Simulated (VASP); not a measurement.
# H7RuC16 in VASP: single point with PBE

Aim: the single point of H7RuC16 with PBE.

All numbers are computed with VASP 6.6.1; they aren't measurements. Logs are shortened: lines on timing, memory, paths and dates and some standing lists are left out, and cuts for length are marked.

### Step 1. The cell of the first run

The cell holds a slab with vacuum, 24 atoms: a = 5.049 Å, b = 5.049 Å, c = 15.776 Å, α = 90.00°, β = 90.00°, γ = 60.00°.

### Step 2. Single point, PBE, collinear spin, ferromagnetic start

The input, INCAR:

```
PREC     = Accurate       # precision mode
ENCUT    = 520            # plane-wave cutoff, eV
EDIFF    = 1E-6           # SCF threshold, eV
ISMEAR   = 0              # smearing method
SIGMA    = 0.02           # smearing width, eV
LREAL    = Auto         
LASPH    = T              # aspherical terms in the spheres
NELM     = 150            # most SCF steps
ALGO     = Normal         # electronic algorithm
ISIF     = 2              # what is computed and relaxed
LWAVE    = F              # write WAVECAR
LCHARG   = F              # write CHGCAR
ISPIN    = 2              # spin polarisation
MAGMOM   = 0 0 0 0 0 0 0 0 0 0 0 0 0 0 0 0 0 0 0 0 0 0 0 1.67 # initial moments
LORBIT   = 11             # projections on sites
LMAXMIX  = 4              # l up to which the mixer works
GGA      = PE             # functional
NBANDS   = 64             # bands
```

The input, KPOINTS:

```
Automatic mesh
0
Gamma
  3 3 1
```

The input, POSCAR:

```
H7RuC16
1.0
    5.0487420000      0.0000000000      0.0000000000
    2.5243710000      4.3723390000      0.0000000000
    0.0000000000      0.0000000000     15.7764260000
H C Ru
7 16 1
Direct
    0.1666667848      0.1666666285      0.0633857123
    0.6666667848      0.1666666285      0.0633857123
    0.1666666285      0.6666667429      0.0633857123
    0.6666666285      0.6666667429      0.0633857123
    0.5151265902      0.0243501247      0.3679361853
    0.0073100989      0.4967384734      0.3659605160
    0.5128996416      0.4626340730      0.3677150959
    0.1666667848      0.1666666285      0.1331099959
    0.6666667848      0.1666666285      0.1331099959
    0.1666666285      0.6666667429      0.1331099959
    0.6666666285      0.6666667429      0.1331099959
   -0.1666666285      0.3333332571      0.1657717027
    0.3333333715      0.3333332571      0.1657717027
   -0.1666667848      0.8333333715      0.1657717027
    0.3333334133      0.8333333715      0.1657717027
   -0.1577358039      0.3271315422      0.2659527576
    0.3370834275      0.3316920303      0.2637228483
   -0.1577601160      0.8312681153      0.2659473064
    0.3399053994      0.8304541345      0.2642801354
    0.0128625042     -0.0059327513      0.2987032678
    0.5085856871     -0.0010893483      0.2942759025
    0.0044848541      0.4979993546      0.2955924872
    0.5084753195      0.4934981025      0.2942982777
    0.2890555944      0.8628299407      0.4153142797
```

Potentials or basis: VASP PAW PBE potentials, release 64 (H, C, Ru_pv).

Launch:

```bash
$ cat potpaw_PBE.64/H/POTCAR potpaw_PBE.64/C/POTCAR potpaw_PBE.64/Ru_pv/POTCAR > POTCAR
$ mpirun -np 1 vasp_std > vasp.out
```

OUTCAR:

```text
PREC = Accurate
   ENCUT = 520
   EDIFF = 1E-6
   ISMEAR = 0
   LREAL = Auto
   LASPH = T
   NELM = 150
   ISIF = 2
   ISPIN = 2
   LORBIT = 11
   GGA = PE

 ion  position               nearest neighbor table
   1  0.167  0.167  0.063-   8 1.10
   2  0.667  0.167  0.063-   9 1.10
   3  0.167  0.667  0.063-  10 1.10
   4  0.667  0.667  0.063-  11 1.10
   5  0.515  0.024  0.368-  21 1.17  24 1.86
   6  0.007  0.497  0.366-  22 1.11
   7  0.513  0.463  0.368-  23 1.17  24 1.91
   8  0.167  0.167  0.133-   1 1.10  13 1.55  15 1.55  12 1.55
   9  0.667  0.167  0.133-   2 1.10  12 1.55  14 1.55  13 1.55
  10  0.167  0.667  0.133-   3 1.10  14 1.55  15 1.55  13 1.55
  11  0.667  0.667  0.133-   4 1.10  15 1.55  14 1.55  12 1.55
  12  0.833  0.333  0.166-   9 1.55   8 1.55  11 1.55  16 1.58
  13  0.333  0.333  0.166-  17 1.55   8 1.55   9 1.55  10 1.55
  14  0.833  0.833  0.166-  11 1.55   9 1.55  10 1.55  18 1.58
  15  0.333  0.833  0.166-  11 1.55   8 1.55  10 1.55  19 1.55
  16  0.842  0.327  0.266-  23 1.53  22 1.53  20 1.55  12 1.58
  17  0.337  0.332  0.264-  21 1.53  23 1.53  22 1.54  13 1.55
  18  0.842  0.831  0.266-  21 1.53  22 1.53  20 1.55  14 1.58
  19  0.340  0.830  0.264-  20 1.53  23 1.55  21 1.55  15 1.55  24 2.39
  20  0.013  0.994  0.299-  19 1.53  16 1.55  18 1.55  24 2.20
  21  0.509  0.999  0.294-   5 1.17  18 1.53  17 1.53  19 1.55  24 2.47
  22  0.004  0.498  0.296-   6 1.11  16 1.53  18 1.53  17 1.54
  23  0.508  0.493  0.294-   7 1.17  16 1.53  17 1.53  19 1.55  24 2.51
  24  0.289  0.863  0.415-   5 1.86   7 1.91  20 2.20  19 2.39  21 2.47  23 2.51

  LATTYP: Found a hexagonal cell.
 ALAT       =     5.0487421480
 C/A-ratio  =     3.1248230822

  Lattice vectors:

 A1 = (  -2.5243710000,  -4.3723390000,   0.0000000000)
 A2 = (   5.0487420000,   0.0000000000,   0.0000000000)
 A3 = (   0.0000000000,   0.0000000000,  15.7764260000)

Analysis of symmetry for initial positions (statically):
=====================================================================
 Subroutine PRICEL returns:
 Original cell was already a primitive cell.

 Routine SETGRP: Setting up the symmetry group for a
 hexagonal supercell.

 Subroutine GETGRP returns: Found  1 space group operations
 (whereof  1 operations were pure point group operations)
 out of a pool of 24 trial point group operations.

The static configuration has the point symmetry C_1 .

Analysis of symmetry for dynamics (positions and initial velocities):
=====================================================================
 Subroutine PRICEL returns:
 Original cell was already a primitive cell.

 Routine SETGRP: Setting up the symmetry group for a
 hexagonal supercell.

 Subroutine GETGRP returns: Found  1 space group operations
 (whereof  1 operations were pure point group operations)
 out of a pool of 24 trial point group operations.

The dynamic configuration has the point symmetry C_1 .

Analysis of structural, dynamic, and magnetic symmetry:
=====================================================================
 Subroutine PRICEL returns:
 Original cell was already a primitive cell.

 Routine SETGRP: Setting up the symmetry group for a
 hexagonal supercell.

 Subroutine GETGRP returns: Found  1 space group operations
 (whereof  1 operations were pure point group operations)
 out of a pool of 24 trial point group operations.

The overall configuration has the point symmetry C_1 .

 Subroutine INISYM returns: Found  1 space group operations
 (whereof  1 operations are pure point group operations),
 and found     1 'primitive' translations

----------------------------------------------------------------------------------------

                                     Primitive cell

  volume of cell :     348.2616

  direct lattice vectors                    reciprocal lattice vectors
     5.048742000  0.000000000  0.000000000     0.198069143 -0.114355268  0.000000000
     2.524371000  4.372339000  0.000000000     0.000000000  0.228710537  0.000000000
     0.000000000  0.000000000 15.776426000     0.000000000  0.000000000  0.063385712

  length of vectors
[... 89 lines left out ...]
   number of dos      NEDOS =    301   number of ions     NIONS =     24
   total plane-waves  NPLWV = 192000
   dimension x,y,z NGX =    40 NGY =   40 NGZ =  120
   dimension x,y,z NGXF=    80 NGYF=   80 NGZF=  240
   ions per type =               7  16   1
   NGX,Y,Z   is equivalent  to a cutoff of  13.17, 13.17, 12.65 a.u.
   NGXF,Y,Z  is equivalent  to a cutoff of  26.34, 26.34, 25.29 a.u.
 SYSTEM =  unknown system
   PREC   = accura    normal or accurate (medium, high low for compatibility)
   ISTART =      0    job   : 0-new  1-cont  2-samecut
   ICHARG =      2    charge: 1-file 2-atom 10-const
   ISPIN  =      2    spin polarized calculation?
   LNONCOLLINEAR =      F non collinear calculations
   LSORBIT =      F    spin-orbit coupling
   LASPH  =      T    aspherical Exc in radial PAW
   ENCUT  =  520.0 eV  38.22 Ry    6.18 a.u.   9.39  9.39 29.33*2*pi/ulx,y,z
   NELM   =    150;   NELMIN=  2; NELMDL= -5     # of ELM steps
   EDIFF  = 0.1E-05   stopping-criterion for ELM
   LREAL  =      T    real-space projection
   EDIFFG = 0.1E-04   stopping-criterion for IOM
   NSW    =      0    number of steps for IOM
   IBRION =     -1    ionic relax: 0-MD 1-quasi-New 2-CG
   NFREE  =      0    steps in history (QN), initial steepest desc. (CG)
   ISIF   =      2    stress and relaxation
   ISYM   =      2    0-nonsym 1-usesym 2-fastsym
   POTIM  = 0.5000    time-step for ionic-motion
   TEBEG  =    0.0;   TEEND  =   0.0 temperature during run
   PSTRESS=    0.0 pullay stress
   NELECT =      85.0000    total number of electrons
   NUPDOWN=      -1.0000    fix difference up-down
   EMIN   =  10.00;   EMAX   =-10.00  energy-range for DOS
   EFERMI =   0.00;   METHOD = LEGACY
   ISMEAR =     0;   SIGMA  =   0.02  broadening in eV -4-tet -1-fermi 0-gaus
   EFERMI_NEDOS =   21; number of points for ismear=-14 and -15
   IALGO  =     38    algorithm
   IMIX   =      4    mixing-type and parameters
     AMIX     =   0.40;   BMIX     =  1.00
     AMIX_MAG =   1.60;   BMIX_MAG =  1.00
  volume/ion in A,a.u.               =      14.51        97.92
  Fermi-wavevector in a.u.,A,eV,Ry     =   1.023087  1.933354 14.241315  1.046707
  Thomas-Fermi vector in A             =   2.156802
   LORBIT       =     11    0 simple, 1 ext, 2 COOP (PROOUT), +10 PAW based schemes
   GGA     = PE    functional components
   LHFCALC =     F    Hartree Fock is set to
   AEXX    =    0.0000 exact exchange contribution
   IVDW    =     0    specifies the selected vdW correction
   LEPSILON=     F    determine dielectric tensor
   LRPA    =     F    only Hartree local field effects (RPA)
 spin polarized calculation
 Gauss-broadening in eV      SIGMA  =   0.02
  energy-cutoff  :      520.00
  volume of cell :      348.26
 maximum number of plane-waves:      9407
 NGX is ok and might be reduce to    40
   NGX = 19   NGY = 19   NGZ = 59

 number of electron      85.0000007 magnetization       0.9999630

 Free energy of the ion-electron system (eV)
  ---------------------------------------------------
  ext. energy  EPLUGINS =         0.00000000
  ---------------------------------------------------
  free energy    TOTEN  =      -173.83429453 eV

  energy without entropy =     -173.83429453  energy(sigma->0) =     -173.83429453

 E-fermi :   1.3088     XC(G=0):  -5.9057

 val. band max:        1.1507205145   @ k =  -0.3333   0.3333   0.0000
 cond. band min:       1.4277046502   @ k =   0.3333   0.0000   0.0000
 fundamental gap:      0.2769841357
 Fermi energy:         1.3088460857

 spin component 1

 k-point     1 :       0.0000    0.0000    0.0000
  band No.  band energies     occupation
      1     -40.7222      1.00000
      2     -40.5059      1.00000
      3     -40.4423      1.00000
      4     -19.5405      1.00000
      5     -16.9474      1.00000
      6     -14.3643      1.00000
[... 274 lines left out ...]
     53       6.9106      0.00000
     54       7.7043      0.00000
 Fermi energy:         1.3088460857

 spin component 2

 k-point     1 :       0.0000    0.0000    0.0000
  band No.  band energies     occupation
      1     -40.1925      1.00000
      2     -39.8710      1.00000
      3     -39.6048      1.00000
      4     -19.5369      1.00000
      5     -16.9413      1.00000
      6     -14.3650      1.00000
[... 274 lines left out ...]
     53       6.9307      0.00000
     54       7.7407      0.00000
 [bands above 54 left out]

------------------------ aborting loop because EDIFF is reached ----------------------------------------

  FORCE on cell =-STRESS in cart. coord.  units (eV):
  Direction    XX          YY          ZZ          XY          YZ          ZX
  --------------------------------------------------------------------------------------
  -------------------------------------------------------------------------------------
  Total       -0.4494987      0.8562674     -1.9695258      0.9661310      1.8201243     -3.4755563
  in kB       -2.0679182      3.9392574     -9.0608019      4.4446847      8.3734802    -15.9892936
  external PRESSURE =      -2.3964876 kB  Pullay stress =       0.0000000 kB

 VOLUME and BASIS-vectors are now :
 -----------------------------------------------------------------------------
  energy-cutoff  :      520.00
  volume of cell :      348.26
      direct lattice vectors                 reciprocal lattice vectors
     5.048742000  0.000000000  0.000000000     0.198069143 -0.114355268  0.000000000
     2.524371000  4.372339000  0.000000000     0.000000000  0.228710537  0.000000000
     0.000000000  0.000000000 15.776426000     0.000000000  0.000000000  0.063385712

 POSITION                                       TOTAL-FORCE (eV/Angst)
 -----------------------------------------------------------------------------------
      1.26219      0.72872      1.00000         0.014761      0.008894     -0.215211
      3.78656      0.72872      1.00000         0.002365     -0.000649     -0.201425
      2.52437      2.91489      1.00000        -0.001607     -0.015385     -0.214233
      5.04874      2.91489      1.00000         0.062885     -0.032549     -0.232554
      2.66221      0.10647      5.80472        -0.011078     -0.122750      0.289330
      1.29086      2.17191      5.77355         0.025403     -0.026310      0.068724
[... 16 lines left out ...]
      3.81293      2.15774      4.64298        -0.376732      0.476821      0.289218
      3.63747      3.77259      6.55218        -0.879739      0.391859     -0.579038
 -----------------------------------------------------------------------------------
    total drift:                                0.007329     -0.005779     -0.054601

  FREE ENERGIE OF THE ION-ELECTRON SYSTEM (eV)
  ---------------------------------------------------
  free  energy   TOTEN  =      -173.8342945346 eV

  energy  without entropy=     -173.8342945346  energy(sigma->0) =     -173.83429453

 total charge

# of ion       s       p       d       tot
------------------------------------------
    1        0.651   0.044   0.000   0.695
    2        0.651   0.044   0.000   0.694
    3        0.651   0.044   0.000   0.694
    4        0.651   0.044   0.000   0.694
    5        0.603   0.044   0.000   0.647
    6        0.636   0.044   0.000   0.680
[... 16 lines left out ...]
   23        0.836   1.728   0.000   2.564
   24        0.177   6.056   6.343  12.575
--------------------------------------------------
tot         17.927  34.085   6.343  58.355

 magnetization (x)

# of ion       s       p       d       tot
------------------------------------------
    1       -0.000   0.000   0.000  -0.000
    2       -0.000   0.000   0.000  -0.000
    3       -0.000   0.000   0.000  -0.000
    4       -0.000  -0.000   0.000  -0.000
    5       -0.000   0.003   0.000   0.003
    6       -0.000   0.001   0.000   0.000
[... 16 lines left out ...]
   23        0.004   0.018   0.000   0.022
   24        0.005   0.008   0.845   0.858
--------------------------------------------------
tot          0.009   0.030   0.845   0.884
```

Wall time 19 min (1 thread of Oxide Virtual Turin-like, shared host); peak memory 0.62 GiB.

Results:

| Property | Result |
| --- | --- |
| Free energy | -173.8343 eV |
| Largest force | 1.326 eV/Å |
| Band gap on the k mesh | 0.28 eV, indirect (least direct gap 0.32 eV) |
| Net moment | 1.00 μB per cell |
| Site moments | H -0.00, +0.00; C +0.00, -0.00, -0.03, +0.02; Ru +0.86 μB |
| Valence electrons inside the program's atomic spheres | H 0.69, 0.65, 0.68; C 2.59, 2.55, 2.56, 2.54, 2.58, 2.48, 2.60; Ru 12.57 |

Forces on the atoms (eV/Å):
```
H    0.015  0.009 -0.215
H    0.002 -0.001 -0.201
H   -0.002 -0.015 -0.214
H    0.063 -0.033 -0.233
H   -0.011 -0.123  0.289
H    0.025 -0.026  0.069
H    0.133  0.187  0.224
C   -0.034 -0.049  1.153
C    0.053 -0.026  1.174
C    0.030  0.053  1.162
C   -0.044  0.019  1.269
C    0.139 -0.365 -0.677
C    0.086 -0.050 -1.113
C    0.400  0.097 -0.681
C    0.274 -0.148 -1.289
C   -0.019  0.029  0.188
C    0.025  0.028  0.039
C   -0.008 -0.043  0.256
C   -0.200  0.081 -0.769
C    0.876 -0.437 -0.322
C   -0.727  0.024  0.216
C    0.181 -0.080 -0.036
C   -0.377  0.477  0.289
Ru  -0.880  0.392 -0.579
```

Caveat: the k points lie up to 0.48 Å⁻¹ apart.
